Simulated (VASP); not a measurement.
A run of VASP 6.6.1:

The input INCAR:

```
SYSTEM = C4F
PREC     = Accurate       ! precision mode
ENCUT    = 600            ! plane-wave cutoff, eV
EDIFF    = 1E-6           ! SCF threshold, eV
ISMEAR   = 0              ! smearing method
SIGMA    = 0.1            ! smearing width, eV
LREAL    = .False.        ! projectors in reciprocal space
LASPH    = .True.         ! aspherical terms in the spheres
NELM     = 60             ! most SCF steps
ALGO     = Normal         ! electronic algorithm
ISIF     = 3              ! what is computed and relaxed
LWAVE    = .False.        ! write WAVECAR
LCHARG   = .False.        ! write CHGCAR
GGA      = PE             ! functional
IVDW     = 12             ! dispersion correction
IBRION   = 2              ! ionic algorithm
NSW      = 100            ! ionic steps
EDIFFG   = -0.01          ! ionic threshold
```

The input KPOINTS:

```
regular mesh
0
Gamma
  12 12 12
  0 0 0
```

Contents of POSCAR:

```
C4F
1.0
   -2.2827518273      2.2827518273      2.2827518273
    2.2827518273     -2.2827518273      2.2827518273
    2.2827518273      2.2827518273     -2.2827518273
C F
4 1
Direct
    0.5000000000      0.5000000000      0.5000000000
    0.0000000000      0.0000000000      0.5000000000
    0.0000000000      0.5000000000      0.0000000000
    0.5000000000      0.0000000000      0.0000000000
    0.0000000000      0.0000000000      0.0000000000
```

Potentials or basis: VASP PAW PBE potentials, release 64 (C, F).

Command:

```bash
$ cat potpaw_PBE.64/C/POTCAR potpaw_PBE.64/F/POTCAR > POTCAR
$ mpirun -np 1 vasp_std > vasp.out
```

Hardware: 1 thread of Intel(R) Xeon(R) Platinum 8375C CPU @ 2.90GHz (Ice Lake), with other jobs on the host.

Question: Estimate the wall time of this run.

Answer: Run time: 69 s on 1 thread of Intel(R) Xeon(R) Platinum 8375C CPU @ 2.90GHz (Ice Lake), on a shared host, peak memory 0.22 GiB. Counts: scf iterations 25, k points 72, ion steps 3.
